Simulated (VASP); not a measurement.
# W2S5 (a cell with a defect) in VASP: single point with PBE

Aim: the single point of W2S5 (a cell with a defect) with PBE.

All numbers are computed with VASP 6.6.1; they aren't measurements. Logs are shortened: lines on timing, memory, paths and dates and some standing lists are left out, and cuts for length are marked.

### 1 The cell of the first run

The cell holds a defect, 14 atoms: a = 5.521 Å, b = 7.698 Å, c = 8.434 Å, α = 85.51°, β = 70.89°, γ = 76.17°.

### 2 Single point, PBE, collinear spin (atoms taken out, then relaxed in part)

File INCAR:

```
SYSTEM = W2S5
ALGO = Normal ; EDIFF = 1E-6
ENCUT = 520 ; GGA = PE
ISIF = 2 ; ISMEAR = 0
ISPIN = 2 ; KPAR = 4
LASPH = .True. ; LCHARG = .True.
LMAXMIX = 4 ; LORBIT = 11
LREAL = .False. ; LVHAR = .True.
LWAVE = .False. ; MAGMOM = 0 0 0 0 0.333 0.333 0 0 0.333 0.333 0.333 0 0 0.333
NBANDS = 75 ; NELM = 150
PREC = Accurate ; SIGMA = 0.01
```

File KPOINTS:

```
k-points
0
Gamma
  4 3 4
  0 0 0
```

File POSCAR:

```
W2S5
1.0
    4.7816210048     -2.7606701743      0.0000000000
    1.5938736683     -0.9202233914     -7.4744489262
    6.3754946730      5.5213403485      0.0000000000
W S
4 10
Direct
    0.4097312410      0.9979790845      0.1993578918
    0.7845109870      0.9979601406      0.4017882349
    0.1862992220      0.9979601406      0.5982117651
    0.6090891328      0.9979790845      0.8006421082
    0.4332443464      0.7873902031      1.0000000000
    0.8007234469      0.7882648088      0.2063622383
    0.1951773551      0.7894516687      0.3940181103
    0.5891954655      0.7894516687      0.6059818897
    0.0070856852      0.7882648088      0.7936377617
    0.2930102537      0.2087197360      1.0000000000
    0.6610691747      0.2075891222      0.2062987414
    0.0561347186      0.2064663794      0.3940488869
    0.4501836055      0.2064663794      0.6059511131
    0.8673679162      0.2075891222      0.7937012586
```

Potentials or basis: VASP PAW PBE potentials, release 64 (W_sv, S).

Command:

```sh
> cat potpaw_PBE.64/W_sv/POTCAR potpaw_PBE.64/S/POTCAR > POTCAR
> mpirun -np 4 vasp_std > vasp.out
```

OUTCAR:

```text
SYSTEM = W2S5
   EDIFF = 1E-6
   ENCUT = 520
   GGA = PE
   ISIF = 2
   ISMEAR = 0
   ISPIN = 2
   LASPH = .True.
   LORBIT = 11
   LREAL = .False.
   NELM = 150
   PREC = Accurate

 ion  position               nearest neighbor table
   1  0.410  0.998  0.199-   5 2.38  10 2.38  11 2.38   6 2.38   7 2.43  12 2.43   2 3.08   4 3.18
                             3 3.18   2 3.31
   2  0.785  0.998  0.402-  11 2.36   6 2.36  13 2.43   8 2.43  12 2.43   7 2.43   1 3.08   3 3.17
                             3 3.17   4 3.18   1 3.31
   3  0.186  0.998  0.598-  14 2.36   9 2.36  12 2.43   7 2.43  13 2.43   8 2.43   4 3.08   2 3.17
                             2 3.17   1 3.18   4 3.31
   4  0.609  0.998  0.801-   5 2.38  10 2.38  14 2.38   9 2.38   8 2.43  13 2.43   3 3.08   1 3.18
                             2 3.18   3 3.31
   5  0.433  0.787  0.000-   4 2.38   1 2.38
   6  0.801  0.788  0.206-   2 2.36   1 2.38
   7  0.195  0.789  0.394-   3 2.43   1 2.43   2 2.43
   8  0.589  0.789  0.606-   2 2.43   4 2.43   3 2.43
   9  0.007  0.788  0.794-   3 2.36   4 2.38
  10  0.293  0.209  0.000-   1 2.38   4 2.38
  11  0.661  0.208  0.206-   2 2.36   1 2.38
  12  0.056  0.206  0.394-   3 2.43   1 2.43   2 2.43
  13  0.450  0.206  0.606-   2 2.43   4 2.43   3 2.43
  14  0.867  0.208  0.794-   3 2.36   4 2.38

  LATTYP: Found a base centered monoclinic cell.
 ALAT       =     5.5213403486
 B/A-ratio  =     2.8867513459
 C/A-ratio  =     1.3941728802
 COS(beta)  =    -0.2390903869

  Lattice vectors:

 A1 = (  -6.3754946730,  -5.5213403485,   0.0000000000)
 A2 = (   1.5938736682,   8.2820105228,   0.0000000000)
 A3 = (   1.5938736683,  -0.9202233914,  -7.4744489262)

Analysis of symmetry for initial positions (statically):
=====================================================================
 Subroutine PRICEL returns:
 Original cell was already a primitive cell.

 Routine SETGRP: Setting up the symmetry group for a
 base centered monoclinic supercell.

 Subroutine GETGRP returns: Found  2 space group operations
 (whereof  2 operations were pure point group operations)
 out of a pool of  4 trial point group operations.

The static configuration has the point symmetry C_1h.

Analysis of symmetry for dynamics (positions and initial velocities):
=====================================================================
 Subroutine PRICEL returns:
[... 205 lines left out ...]
      5     -35.2267      1.00000
      6     -35.2210      1.00000
[... 1230 lines left out ...]
     69       6.9128      0.00000
     70       7.1260      0.00000
 Fermi energy:         3.6547569447

 spin component 2

 k-point     1 :       0.0000    0.0000    0.0000
  band No.  band energies     occupation
      1     -70.8935      1.00000
      2     -70.8890      1.00000
      3     -70.7207      1.00000
      4     -70.7123      1.00000
      5     -35.2363      1.00000
      6     -35.2296      1.00000
[... 1230 lines left out ...]
     69       6.9217      0.00000
     70       7.1321      0.00000
 [bands above 70 left out]

------------------------ aborting loop because EDIFF is reached ----------------------------------------

  FORCE on cell =-STRESS in cart. coord.  units (eV):
  Direction    XX          YY          ZZ          XY          YZ          ZX
  --------------------------------------------------------------------------------------
  -------------------------------------------------------------------------------------
  Total        4.3763588      4.5673812     -0.2442628      0.1654303      0.0008833     -0.0015299
  in kB       21.3194453     22.2500116     -1.1899270      0.8058940      0.0043029     -0.0074530
  external PRESSURE =      14.1265100 kB  Pullay stress =       0.0000000 kB

 VOLUME and BASIS-vectors are now :
 -----------------------------------------------------------------------------
  energy-cutoff  :      520.00
  volume of cell :      328.89
      direct lattice vectors                 reciprocal lattice vectors
     4.781621005 -2.760670174  0.000000000     0.125480459 -0.144892354  0.044596376
     1.593873668 -0.920223391 -7.474448926     0.000000000  0.000000000 -0.133789127
     6.375494673  5.521340348  0.000000000     0.062740230  0.108669265  0.000000000

 POSITION                                       TOTAL-FORCE (eV/Angst)
 -----------------------------------------------------------------------------------
      4.82084     -0.94877     -7.45934        -0.029313      0.003206      0.000027
      7.90346     -0.86571     -7.45920        -0.035211      0.019360      0.000105
      6.29533      1.87027     -7.45920        -0.034372      0.020813      0.000105
      9.60758      1.82076     -7.45934        -0.017433      0.023783      0.000027
      3.32661     -1.92062     -5.88531         0.011354     -0.006555      0.000417
      6.40081     -1.79652     -5.89185         0.022632     -0.006041     -0.005532
      4.70361      0.91022     -5.90072         0.004042     -0.000238      0.010351
      7.93903      0.99279     -5.90072         0.002227     -0.003381      0.010351
      6.35011      3.63700     -5.89185         0.016548     -0.016579     -0.005532
      1.73374     -1.00097     -1.56007         0.011320     -0.006536     -0.001237
      4.80711     -0.87698     -1.55161         0.023676     -0.006244      0.005761
      3.10975      1.83071     -1.54322         0.004681     -0.000303     -0.010302
      6.34493      1.91286     -1.54322         0.002603     -0.003902     -0.010302
      9.53853      1.79675     -1.55161         0.017246     -0.017382      0.005761
 -----------------------------------------------------------------------------------
    total drift:                               -0.000044      0.000026     -0.000363

  FREE ENERGIE OF THE ION-ELECTRON SYSTEM (eV)
  ---------------------------------------------------
  free  energy   TOTEN  =       -99.0279138451 eV

  energy  without entropy=      -99.0272757281  energy(sigma->0) =      -99.02759479

 total charge

# of ion       s       p       d       tot
------------------------------------------
    1        2.343   6.332   3.292  11.967
    2        2.330   6.327   3.337  11.994
    3        2.330   6.327   3.337  11.994
    4        2.343   6.332   3.292  11.967
    5        1.369   2.319   0.000   3.688
    6        1.370   2.326   0.000   3.695
    7        1.365   2.346   0.000   3.710
    8        1.365   2.346   0.000   3.710
    9        1.370   2.326   0.000   3.695
   10        1.368   2.319   0.000   3.688
   11        1.370   2.325   0.000   3.695
   12        1.364   2.346   0.000   3.711
   13        1.364   2.346   0.000   3.711
   14        1.370   2.325   0.000   3.695
--------------------------------------------------
tot         23.020  48.644  13.257  84.921

 magnetization (x)

# of ion       s       p       d       tot
------------------------------------------
    1       -0.000  -0.000  -0.011  -0.012
    2       -0.000   0.000  -0.000   0.000
    3       -0.000   0.000  -0.000   0.000
    4       -0.000  -0.000  -0.011  -0.012
    5        0.002   0.051   0.000   0.053
    6        0.001   0.034   0.000   0.036
    7        0.000   0.004   0.000   0.004
    8        0.000   0.004   0.000   0.004
    9        0.001   0.034   0.000   0.036
   10        0.002   0.051   0.000   0.053
   11        0.001   0.033   0.000   0.035
   12        0.000   0.004   0.000   0.004
   13        0.000   0.004   0.000   0.004
   14        0.001   0.033   0.000   0.035
--------------------------------------------------
tot          0.008   0.254  -0.023   0.239
```

stdout:

```text
POSCAR found type information on POSCAR W S
 POSCAR found :  2 types and      14 ions
 scaLAPACK will be used
 LDA part: xc-table for (Slater+PW92), standard interpolation
 POSCAR, INCAR and KPOINTS ok, starting setup
 FFT: planning ... GRIDC
 FFT: planning ... GRID_SOFT
 FFT: planning ... GRID
 WAVECAR not read
 entering main loop
```

Run time: 7.1 min. Hardware: 4 MPI ranks of Intel Xeon Platinum 8259CL at 2.50GHz (Skylake/Cascade Lake), shared host; peak memory 0.9 GiB.

What came out:

```yaml
Free_energy: -99.0279 eV
Pressure: 1.4 GPa
Largest_force: 0.040 eV/Å
Net_moment: 0.37 μB per cell
Site_moments: W -0.01, +0.00 (each value once); S +0.05, +0.04, +0.00 (each value once) μB
Valence_electrons_inside_the_program's_atomic_spheres: W 11.97, 11.99 (each value once); S 3.69, 3.71 (each value once)
```

Forces in eV/Å, atoms in the order of the input:
```
W   -0.029  0.003  0.000
W   -0.035  0.019  0.000
W   -0.034  0.021  0.000
W   -0.017  0.024  0.000
S    0.011 -0.007  0.000
S    0.023 -0.006 -0.006
S    0.004  0.000  0.010
S    0.002 -0.003  0.010
S    0.017 -0.017 -0.006
S    0.011 -0.007 -0.001
S    0.024 -0.006  0.006
S    0.005  0.000 -0.010
S    0.003 -0.004 -0.010
S    0.017 -0.017  0.006
```

Caveat: the cell differs from its parent crystal (atoms taken out, then relaxed in part).
